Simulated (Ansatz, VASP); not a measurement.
## One calculation of AlPd4, two programs

```
Al Pd
1.0
     2.84830    0.00000    0.00000
    -1.42415    2.46670    0.00000
     0.00000    0.00000   10.80196
Al Pd
1 4
Direct
  0.00000 0.00000 0.00000
  0.33333 0.66667 0.82122
  0.33333 0.66667 0.39415
  0.66667 0.33333 0.17878
  0.66667 0.33333 0.60585
```

Change from the starting cell: species swapped into the Co4H type (P-3m1, No. 164).

Alike in both runs: functional PBE; k mesh 18 × 18 × 4; occupations gaussian, width 0.1 eV; no spin polarisation.

Ansatz relaxed the structure, and its values are those at the end. VASP's run is a single point on that final structure, the one shown.

|  | VASP | Ansatz |
| --- | --- | --- |
| version | VASP 6.6.1 | Ansatz 0.2.0 |
| potentials or method | VASP PAW PBE potentials, release 64 (Al, Pd), cutoff 520 eV | scalar-relativistic, plane waves, PAW |
| valence electrons in the cell | 43 | 75 |

VASP gave:

```
gap on the k mesh at the Fermi level (eV) : none
pressure (GPa)                            : -0.1
rms of the force components (eV/Å)        : 0.009
```

Task: What did Ansatz give for the same quantities?

Result: gap on the k mesh at the Fermi level (eV): none; pressure (GPa): 0.0; rms of the force components (eV/Å): 0.001.

A gap of «none» marks a metal or a gap that the smearing closes. VASP's potentials hold 43 valence electrons a cell and Ansatz's 75, so a difference there can come from the potentials and not from the codes.
